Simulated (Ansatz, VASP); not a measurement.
**Y3F2 in VASP and in Ansatz**

```
Y F
1.0
    -1.84051    1.84051    8.38553
     1.84051   -1.84051    8.38553
     1.84051    1.84051   -8.38553
Y F
3 2
Direct
  0.34280 0.34280 0.00000
  0.65720 0.65720 0.00000
  0.00000 0.00000 0.00000
  0.25000 0.75000 0.50000
  0.75000 0.25000 0.50000
```

Alike in both runs: functional PBE; k mesh 6 × 6 × 6; occupations gaussian, width 0.2 eV; no spin polarisation.

Ansatz relaxed the structure, and its values are those at the end. VASP's run is a single point on that final structure, the one shown.

|  | VASP | Ansatz |
| --- | --- | --- |
| version | VASP 6.6.1 | Ansatz 0.2.0 |
| potentials or method | VASP PAW PBE potentials, release 64 (Y_sv, F), cutoff 520 eV | scalar-relativistic, plane waves, PAW |
| valence electrons in the cell | 47 | 47 |

```csv
,VASP,Ansatz,Ansatz less VASP
gap on the k mesh at the Fermi level (eV),none,none,-
pressure (GPa),0.0,0.1,+0.11
rms of the force components (eV/Å),0.025,0.017,-0.0079
```

A gap of «none» marks a metal or a gap that the smearing closes.

The k mesh is coarse, so the values compare programs but aren't converged.
